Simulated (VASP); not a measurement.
Input of a VASP 6.6.1 run:

INCAR

```
SYSTEM = Ni
ALGO = Normal
EDIFF = 1E-6
ENCUT = 520
GGA = PS
ISIF = 2
ISMEAR = -1
LASPH = .True.
LCHARG = .True.
LELF = .True.
LREAL = .False.
LVHAR = .True.
LWAVE = .False.
NBANDS = 17
NELM = 80
PREC = Accurate
SIGMA = 0.1
```

File KPOINTS:

```
k-points
0
Gamma
  12 12 12
  0 0 0
```

File POSCAR:

```
Ni
1.0
    0.0000000000      2.4677067238      2.4677067238
    2.4677067238      0.0000000000      2.4677067238
    2.4677067238      2.4677067238      0.0000000000
Ni
2
Direct
    0.1250000000      0.1250000000      0.1250000000
    0.8750000000      0.8750000000      0.8750000000
```

Potentials or basis: VASP PAW PBE potentials, release 64 (Ni).

The run is started by

```console
$ cat potpaw_PBE.64/Ni/POTCAR > POTCAR
$ mpirun -np 1 vasp_std > vasp.out
```

(1) Predict the band gap on the k mesh.

(2) What does it give for the pressure?

## Answers

(1) zero (band 10 reaches 5.42 eV, above the bottom of band 11 at 5.08 eV).

(2) 4.8 GPa.

Caveat: the PAW data sets were made with another functional, which shifts forces and pressure a little; the run has no spin polarisation, though such a crystal can be magnetic.
